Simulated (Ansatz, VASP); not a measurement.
## P in VASP and in Ansatz

INCAR

```
SYSTEM = P
PREC = Accurate ; ENCUT = 520
EDIFF = 1E-6 ; ISMEAR = 0
SIGMA = 0.05 ; LREAL = .False.
LASPH = .True. ; NELM = 100
ALGO = Normal ; ISIF = 2
LWAVE = .False. ; LCHARG = .False.
LDIPOL = .True. ; IDIPOL = 3
DIPOL = 0.5 0.5 0.390 ; GGA = PE
IVDW = 12 ; NBANDS = 30
```

Contents of KPOINTS:

```
regular mesh
0
Gamma
  8 6 1
  0 0 0
```

Contents of POSCAR:

```
P
1.0
    3.2961869629      0.0000000000      0.0000000000
    0.0000000000      4.4391557027      0.0000000000
    0.0000000000      0.0000000000     21.7461973615
P
8
Direct
    0.5000000000      0.9174951453      0.2069327306
    0.0000000000      0.5825048547      0.2069327306
    0.5000000000      0.0825048547      0.3045635322
    0.0000000000      0.4174951453      0.3045635322
    0.8750000000      0.5825048547      0.4751680723
    1.3750000000      0.9174951453      0.4751680723
    0.8750000000      1.4174951453      0.5727988740
    1.3750000000      1.0825048547      0.5727988740
```

Input for Ansatz:

```yaml
crystal:
  lattice:
    - [3.2961869629, 0.0, 0.0]
    - [0.0, 4.4391557027, 0.0]
    - [0.0, 0.0, 21.7461973615]
  atoms:
    - { symbol: P, position: [0.5, 0.9174951453, 0.2069327306] }
    - { symbol: P, position: [0.0, 0.5825048547, 0.2069327306] }
    - { symbol: P, position: [0.5, 0.0825048547, 0.3045635322] }
    - { symbol: P, position: [0.0, 0.4174951453, 0.3045635322] }
    - { symbol: P, position: [0.875, 0.5825048547, 0.4751680723] }
    - { symbol: P, position: [1.375, 0.9174951453, 0.4751680723] }
    - { symbol: P, position: [0.875, 1.4174951453, 0.572798874] }
    - { symbol: P, position: [1.375, 1.0825048547, 0.572798874] }
basis:
  ecutwfc: 420
kpoints:
  mp_grid: { grid: [8, 6, 1] }
hamiltonian:
  xc: pbe
  dispersion: d3bj
scf:
  occupations: { method: gaussian, width: 0.05 }
output:
  forces: true
  eigenvalues: true
efield:
  axis: 3
  dipole_correction: true
  ramp_width: 0.04
```

Alike in both runs: task single point; functional PBE; dispersion D3(BJ); k mesh 8 × 6 × 1; occupations gaussian, width 0.05 eV; no spin polarisation.

```csv
,VASP,Ansatz
version,VASP 6.6.1,Ansatz 0.2.0
potentials or method,"VASP PAW PBE potentials, release 64 (P), cutoff 520 eV","scalar-relativistic, plane waves, PAW"
valence electrons in the cell,40,40
```

Ansatz gave:

- gap on the k mesh at the Fermi level (eV): 0.38
- least direct gap on the mesh (eV): 0.38
- rms of the force components (eV/Å): 0.046

Question: What did VASP give for the same quantities?

Answer: gap on the k mesh at the Fermi level (eV): 0.39; least direct gap on the mesh (eV): 0.39; rms of the force components (eV/Å): 0.033.

Atom by atom the forces differ by 0.031 eV/Å (rms over components).
